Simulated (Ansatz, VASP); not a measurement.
Two plane-wave programs on Ag

```
CELL_PARAMETERS angstrom
0.00000 2.12482 2.20655
2.12482 0.00000 2.20655
2.12482 2.12482 0.00000
ATOMIC_POSITIONS crystal
Ag 0.00000 0.00000 0.00000
```

Change from the starting cell: strain +0.040 along x and y, +0.080 along z, atoms carried along.

Alike in both runs: task single point; functional PBE; k mesh 20 × 20 × 20; occupations gaussian, width 0.15 eV; no spin polarisation.

|  | VASP | Ansatz |
| --- | --- | --- |
| version | VASP 6.6.1 | Ansatz 0.2.0 |
| potentials or method | VASP PAW PBE potentials, release 64 (Ag), cutoff 520 eV | scalar-relativistic, plane waves, PAW |
| valence electrons in the cell | 11 | 19 |

|  | VASP | Ansatz | Ansatz less VASP |
| --- | --- | --- | --- |
| gap on the k mesh at the Fermi level (eV) | none | none | - |
| pressure (GPa) | -7.3 | -7.3 | +0.01 |
| traceless stress, the component that is largest in VASP (GPa) | -0.67 | -0.67 | -0.005 |

A gap of «none» marks a metal or a gap that the smearing closes. The functional is the same, so the differences come from potentials, cutoffs and numerics. VASP's potentials hold 11 valence electrons a cell and Ansatz's 19, so a difference there can come from the potentials and not from the codes.
